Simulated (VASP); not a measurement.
# CuI (Fm-3m) in VASP: notebook

The runs below take CuI through vibrations by perturbation theory, with LDA.

Everything below comes from runs of VASP 6.6.1. Logs are shortened: lines on timing, memory, paths and dates and some standing lists are left out, and cuts for length are marked.

**1. The cell of the first run**

The structure is cubic, space group Fm-3m (No. 225). The conventional cell has a = 5.292 Å, b = 5.292 Å, c = 5.292 Å, α = 90.00°, β = 90.00°, γ = 90.00°. Cu (site symmetry m-3m) has 6 I at 2.65 Å within 3.5 Å. Within 3.5 Å of I (site symmetry m-3m) lie 6 Cu at 2.65 Å.

**2. Vibrations by perturbation theory, LDA**

Contents of INCAR:

```
SYSTEM = CuI
ALGO = Normal
EDIFF = 1E-8
ENCUT = 520
IBRION = 8
ISIF = 2
ISMEAR = -1
LASPH = .True.
LCHARG = .True.
LREAL = .False.
LWAVE = .False.
NBANDS = 16
NELM = 60
NSW = 1
PREC = Accurate
SIGMA = 0.15
```

Contents of KPOINTS:

```
k-points
0
Gamma
  14 14 14
  0 0 0
```

Contents of POSCAR:

```
CuI
1.0
    0.0000000000      2.6461000000      2.6461000000
    2.6461000000      0.0000000000      2.6461000000
    2.6461000000      2.6461000000      0.0000000000
Cu I
1 1
Direct
    0.0000000000      0.0000000000      0.0000000000
    0.5000000000      0.5000000000      0.5000000000
```

Potentials or basis: VASP PAW LDA potentials, release 64 (Cu, I).

The run is started by

```bash
> cat potpaw_LDA.64/Cu/POTCAR potpaw_LDA.64/I/POTCAR > POTCAR
> mpirun -np 1 vasp_std > vasp.out
```

OUTCAR:

```text
SYSTEM = CuI
   EDIFF = 1E-8
   ENCUT = 520
   IBRION = 8
   ISIF = 2
   ISMEAR = -1
   LASPH = .True.
   LREAL = .False.
   NELM = 60
   NSW = 1
   PREC = Accurate

 ion  position               nearest neighbor table
   1  0.000  0.000  0.000-   2 2.65   2 2.65   2 2.65   2 2.65   2 2.65   2 2.65
   2  0.500  0.500  0.500-   1 2.65   1 2.65   1 2.65   1 2.65   1 2.65   1 2.65

  LATTYP: Found a face centered cubic cell.
 ALAT       =     5.2922000000

  Lattice vectors:

 A1 = (   0.0000000000,   2.6461000000,   2.6461000000)
 A2 = (   2.6461000000,   0.0000000000,   2.6461000000)
 A3 = (   2.6461000000,   2.6461000000,   0.0000000000)

Analysis of symmetry for initial positions (statically):
=====================================================================
 Subroutine PRICEL returns:
 Original cell was already a primitive cell.

 Routine SETGRP: Setting up the symmetry group for a
 face centered cubic supercell.

 Subroutine GETGRP returns: Found 48 space group operations
 (whereof 48 operations were pure point group operations)
 out of a pool of 48 trial point group operations.

The static configuration has the point symmetry O_h .

Analysis of symmetry for dynamics (positions and initial velocities):
=====================================================================
 Subroutine PRICEL returns:
 Original cell was already a primitive cell.

 Routine SETGRP: Setting up the symmetry group for a
 face centered cubic supercell.

 Subroutine GETGRP returns: Found 48 space group operations
 (whereof 48 operations were pure point group operations)
 out of a pool of 48 trial point group operations.

The dynamic configuration has the point symmetry O_h .

 Subroutine INISYM returns: Found 48 space group operations
 (whereof 48 operations are pure point group operations),
 and found     1 'primitive' translations

----------------------------------------------------------------------------------------

                                     Primitive cell

  volume of cell :      37.0552

  direct lattice vectors                    reciprocal lattice vectors
     0.000000000  2.646100000  2.646100000    -0.188957333  0.188957333  0.188957333
     2.646100000  0.000000000  2.646100000     0.188957333 -0.188957333  0.188957333
     2.646100000  2.646100000  0.000000000     0.188957333  0.188957333 -0.188957333

  length of vectors
     3.742150507  3.742150507  3.742150507     0.327283702  0.327283702  0.327283702

  position of ions in fractional coordinates (direct lattice)
     0.000000000  0.000000000  0.000000000
     0.500000000  0.500000000  0.500000000

  ion indices of the primitive-cell ions
   primitive index   ion index
                 1           1
                 2           2

----------------------------------------------------------------------------------------

 KPOINTS: k-points

Automatic generation of k-mesh.
 Grid dimensions read from file:
 generate k-points for:   14   14   14

 Generating k-lattice:

  Cartesian coordinates                     Fractional coordinates (reciprocal lattice)
    -0.013496952  0.013496952  0.013496952     0.071428571  0.000000000  0.000000000
     0.013496952 -0.013496952  0.013496952     0.000000000  0.071428571  0.000000000
     0.013496952  0.013496952 -0.013496952     0.000000000  0.000000000  0.071428571

  Length of vectors
     0.023377407  0.023377407  0.023377407

[... 74 lines left out ...]
  volume/ion in A,a.u.               =      18.53       125.03
  Fermi-wavevector in a.u.,A,eV,Ry     =   1.286914  2.431914 22.533245  1.656147
  Thomas-Fermi vector in A             =   2.418960
   LORBIT       =      0    0 simple, 1 ext, 2 COOP (PROOUT), +10 PAW based schemes
   GGA     = CA    functional components
   LHFCALC =     F    Hartree Fock is set to
   AEXX    =    0.0000 exact exchange contribution
   IVDW    =     0    specifies the selected vdW correction
   LEPSILON=     F    determine dielectric tensor
   LRPA    =     F    only Hartree local field effects (RPA)
 non-spin polarized calculation
  energy-cutoff  :      520.00
  volume of cell :       37.06
 maximum number of plane-waves:      1012
   NGX = 13   NGY = 13   NGZ = 13

--------------------------------------- Ionic step        1  -------------------------------------------

 number of electron      18.0000016 magnetization

 Free energy of the ion-electron system (eV)
  ---------------------------------------------------
  ext. energy  EPLUGINS =         0.00000000
  ---------------------------------------------------
  free energy    TOTEN  =        -6.44243358 eV

  energy without entropy =       -6.40480802  energy(sigma->0) =       -6.42362080

 E-fermi :   9.4183     XC(G=0): -11.4628

 val. band max:        9.3978734066   @ k =  -0.3571   0.0714   0.0000
 cond. band min:       9.4288797478   @ k =   0.5000   0.0000   0.0000
 fundamental gap:      0.0310063412
 Fermi energy:         9.4183161512

 k-point     1 :       0.0000    0.0000    0.0000
  band No.  band energies     occupation
      1      -6.6607      2.00000
      2       6.1929      2.00000
      3       6.1929      2.00000
      4       6.1929      2.00000
      5       6.1940      2.00000
      6       6.1940      2.00000
[... 433 lines left out ...]
      3       5.0471      2.00000
      4       5.2899      2.00000
      5       6.2168      2.00000
      6       6.3900      2.00000
[... 8 lines left out ...]
     15      19.8555      0.00000
     16      20.1248      0.00000

 [... further k-points ...]

------------------------ aborting loop because EDIFF is reached ----------------------------------------

  FORCE on cell =-STRESS in cart. coord.  units (eV):
  Direction    XX          YY          ZZ          XY          YZ          ZX
  --------------------------------------------------------------------------------------
  -------------------------------------------------------------------------------------
  Total        2.7951363      2.7951363      2.7951363      0.0000000      0.0000000      0.0000000
  in kB      120.8550546    120.8550546    120.8550546      0.0000000      0.0000000      0.0000000
  external PRESSURE =     120.8550546 kB  Pullay stress =       0.0000000 kB

 VOLUME and BASIS-vectors are now :
 -----------------------------------------------------------------------------
  energy-cutoff  :      520.00
  volume of cell :       37.06
      direct lattice vectors                 reciprocal lattice vectors
     0.000000000  2.646100000  2.646100000    -0.188957333  0.188957333  0.188957333
     2.646100000  0.000000000  2.646100000     0.188957333 -0.188957333  0.188957333
     2.646100000  2.646100000  0.000000000     0.188957333  0.188957333 -0.188957333

 POSITION                                       TOTAL-FORCE (eV/Angst)
 -----------------------------------------------------------------------------------
      0.00000      0.00000      0.00000         0.000000     -0.000000      0.000000
      2.64610      2.64610      2.64610        -0.000000      0.000000     -0.000000
 -----------------------------------------------------------------------------------
    total drift:                               -0.000000      0.000000      0.000000

  FREE ENERGIE OF THE ION-ELECTRON SYSTEM (eV)
  ---------------------------------------------------
  free  energy   TOTEN  =        -6.4424335777 eV

  energy  without entropy=       -6.4048080177  energy(sigma->0) =       -6.42362080

[... ionic steps 2 to 3 ...]

--------------------------------------- Ionic step        4  -------------------------------------------

------------------------ aborting loop because EDIFF is reached ----------------------------------------

[... ionic steps 5 to 6 ...]

--------------------------------------- Ionic step        7  -------------------------------------------

 Free energy of the ion-electron system (eV)
  ---------------------------------------------------
  ---------------------------------------------------
  free energy    TOTEN  =        -0.07201891 eV

  energy without entropy =       -0.07201890

------------------------ aborting loop because EDIFF is reached ----------------------------------------

 INTERNAL STRAIN TENSOR  FOR ION    2  DIRECTION 1   (eV/Angst):
 -----------------------------------------------------------------------------
    -0.01602 -0.00000  0.00000
     0.00000  0.03946 -0.00000
     0.00000 -0.00000  0.03946

 INTERNAL STRAIN TENSOR FOR ION    2 for displacements in x,y,z  (eV/Angst):
          X           Y           Z          XY          YZ          ZX
  --------------------------------------------------------------------------------
  x     0.00000     0.00000     0.00000     0.00000     0.00000     0.00000
  y     0.00000     0.00000     0.00000     0.00000     0.00000     0.00000
  z     0.00000     0.00000     0.00000     0.00000     0.00000     0.00000

 SECOND DERIVATIVES (NOT SYMMETRIZED)
 ------------------------------------
               1X          1Y          1Z          2X          2Y          2Z
  1X    -2.609648    0.000000    0.000000    2.609648    0.000000    0.000000
  1Y     0.000000   -2.609648    0.000000    0.000000    2.609648    0.000000
  1Z     0.000000    0.000000   -2.609648    0.000000    0.000000    2.609648
  2X     2.579711    0.000000    0.000000   -2.579711    0.000000    0.000000
  2Y     0.000000    2.579711    0.000000    0.000000   -2.579711    0.000000
  2Z     0.000000    0.000000    2.579711    0.000000    0.000000   -2.579711

 Eigenvectors and eigenvalues of the dynamical matrix
 ----------------------------------------------------

   1 f  =    3.873640 THz    24.338800 2PiTHz  129.210731 cm-1    16.020082 meV
             X         Y         Z           dx          dy          dz
      0.000000  0.000000  0.000000     0.000000    0.817860    0.000000
      2.646100  2.646100  2.646100     0.000000   -0.575417    0.000000
[... 21 lines left out ...]
   6 f/i=    0.010517 THz     0.066078 2PiTHz    0.350800 cm-1     0.043494 meV
             X         Y         Z           dx          dy          dz
      0.000000  0.000000  0.000000     0.000000    0.000000   -0.575417
      2.646100  2.646100  2.646100     0.000000    0.000000   -0.817860

--------------------------------------------------------------------------------------------------------

 ELASTIC MODULI CONTR FROM IONIC RELAXATION (kBar)
 Direction    XX          YY          ZZ          XY          YZ          ZX
 --------------------------------------------------------------------------------
 XX           0.0000      0.0000      0.0000      0.0000      0.0000      0.0000
 YY           0.0000      0.0000      0.0000      0.0000      0.0000      0.0000
 ZZ           0.0000      0.0000      0.0000      0.0000      0.0000      0.0000
 XY           0.0000      0.0000      0.0000      0.0000      0.0000      0.0000
 YZ           0.0000      0.0000      0.0000      0.0000      0.0000      0.0000
 ZX           0.0000      0.0000      0.0000      0.0000      0.0000      0.0000
 --------------------------------------------------------------------------------
```

Run time: 6.6 min. Hardware: 1 thread of Intel Xeon Platinum 8488C (Sapphire Rapids), shared host; peak memory 0.41 GiB.

What came out:

```
Highest phonon frequency at Γ, LO-TO splitting left out : 129 cm⁻¹
```

Phonon frequencies in cm⁻¹ (negative: imaginary):
| q point | frequencies |
| --- | --- |
| (0.000, 0.000, 0.000) | 0 0 0 129 129 129 |

Caveat: the cell stands under pressure or tension, which shifts response properties; spin-orbit coupling is left out, which moves the levels of the heavy elements.

**3. Vibrations by perturbation theory, LDA**

This run uses another cell than the first one, of 22.38 Å³/atom.

Contents of INCAR:

```
PREC = Accurate
ENCUT = 520
EDIFF = 1E-8
ISMEAR = -1
SIGMA = 0.15
LREAL = False
LASPH = True
NELM = 60
ALGO = Normal
ISIF = 2
LWAVE = False
LCHARG = False
IBRION = 8
NSW = 1
```

Contents of KPOINTS:

```
regular mesh
0
Gamma
  14 14 14
```

Contents of POSCAR:

```
CuI
1.0
    0.0000000000      2.8180000000      2.8180000000
    2.8180000000      0.0000000000      2.8180000000
    2.8180000000      2.8180000000      0.0000000000
Cu I
1 1
Direct
    0.0000000000      0.0000000000      0.0000000000
    0.5000000000      0.5000000000      0.5000000000
```

Potentials or basis: VASP PAW LDA potentials, release 64 (Cu, I).

The run is started by

```bash
> cat potpaw_LDA.64/Cu/POTCAR potpaw_LDA.64/I/POTCAR > POTCAR
> mpirun -np 1 vasp_std > vasp.out
```

OUTCAR:

```text
PREC = Accurate
   ENCUT = 520
   EDIFF = 1E-8
   ISMEAR = -1
   LREAL = False
   LASPH = True
   NELM = 60
   ISIF = 2
   IBRION = 8
   NSW = 1

 ion  position               nearest neighbor table
   1  0.000  0.000  0.000-   2 2.82   2 2.82   2 2.82   2 2.82   2 2.82   2 2.82
   2  0.500  0.500  0.500-   1 2.82   1 2.82   1 2.82   1 2.82   1 2.82   1 2.82

  LATTYP: Found a face centered cubic cell.
 ALAT       =     5.6360000000

  Lattice vectors:

 A1 = (   0.0000000000,   2.8180000000,   2.8180000000)
[... 639 lines left out ...]
  1X    -0.187745    0.000000    0.000000    0.187745    0.000000    0.000000
  1Y     0.000000   -0.187745    0.000000    0.000000    0.187745    0.000000
  1Z     0.000000    0.000000   -0.187745    0.000000    0.000000    0.187745
  2X     0.105067    0.000000    0.000000   -0.105067    0.000000    0.000000
  2Y     0.000000    0.105067    0.000000    0.000000   -0.105067    0.000000
  2Z     0.000000    0.000000    0.105067    0.000000    0.000000   -0.105067

 Eigenvectors and eigenvalues of the dynamical matrix
 ----------------------------------------------------

   1 f  =    0.968460 THz     6.085011 2PiTHz   32.304334 cm-1     4.005225 meV
             X         Y         Z           dx          dy          dz
      0.000000  0.000000  0.000000     0.094327    0.874207    0.000000
      2.818000  2.818000  2.818000    -0.051096   -0.473555    0.000000
[... 21 lines left out ...]
   6 f/i=    0.116170 THz     0.729918 2PiTHz    3.875017 cm-1     0.480441 meV
             X         Y         Z           dx          dy          dz
      0.000000  0.000000  0.000000     0.476302    0.000252    0.001073
      2.818000  2.818000  2.818000     0.879279    0.000465    0.001980

--------------------------------------------------------------------------------------------------------

 ELASTIC MODULI CONTR FROM IONIC RELAXATION (kBar)
 Direction    XX          YY          ZZ          XY          YZ          ZX
 --------------------------------------------------------------------------------
 XX           0.0000      0.0000      0.0000      0.0000      0.0000      0.0000
 YY           0.0000      0.0000      0.0000      0.0000      0.0000      0.0000
 ZZ           0.0000      0.0000      0.0000      0.0000      0.0000      0.0000
 XY           0.0000      0.0000      0.0000      0.0000      0.0000      0.0000
 YZ           0.0000      0.0000      0.0000      0.0000      0.0000      0.0000
 ZX           0.0000      0.0000      0.0000      0.0000      0.0000      0.0000
 --------------------------------------------------------------------------------
```

Wall time 7.3 min (1 thread of Intel Xeon Platinum 8488C (Sapphire Rapids), shared host); peak memory 0.44 GiB.

What came out:

```yaml
Highest_phonon_frequency_at_Γ_LO-TO_splitting_left_out: 32 cm⁻¹
```

Phonon frequencies in cm⁻¹ (negative: imaginary):
```
              q point        frequencies
(0.000, 0.000, 0.000)  -4 -4 -4 32 32 32
```

Caveat: the cell stands under pressure or tension, which shifts response properties; spin-orbit coupling is left out, which moves the levels of the heavy elements.
